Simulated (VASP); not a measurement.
Here is a VASP 6.6.1 calculation.

File INCAR:

```
SYSTEM = TaBi
ALGO = Fast ; EDIFF = 1E-6
ENCUT = 520 ; GGA = CA
ISIF = 2 ; ISMEAR = 0
LASPH = .TRUE. ; LCHARG = .FALSE.
LREAL = .FALSE. ; LWAVE = .FALSE.
NBANDS = 20 ; NELM = 80
PREC = Accurate ; SIGMA = 0.05
```

KPOINTS

```
k-points
0
G
  10 10 10
  0 0 0
```

Contents of POSCAR:

```
TaBi
1.0
    0.0000000000      3.2304824722      3.2304824722
    3.2304824722      0.0000000000      3.2304824722
    3.2304824722      3.2304824722      0.0000000000
Ta Bi
1 1
Direct
    0.0000000000      0.0000000000      0.0000000000
    0.2500000000      0.2500000000      0.2500000000
```

Potentials or basis: VASP PAW LDA potentials, release 64 (Ta_pv, Bi_d).

Run with:

```sh
$ cat potpaw_LDA.64/Ta_pv/POTCAR potpaw_LDA.64/Bi_d/POTCAR > POTCAR
$ mpirun -np 1 vasp_std > vasp.out
```

Estimate the pressure.

-4.2 GPa.

What does it give for the band gap on the k mesh?

Zero (bands 13 and 14 overlap by 0.29 eV).

Caveat: the cell stands under tension; spin-orbit coupling is left out, which moves the levels of the heavy elements.
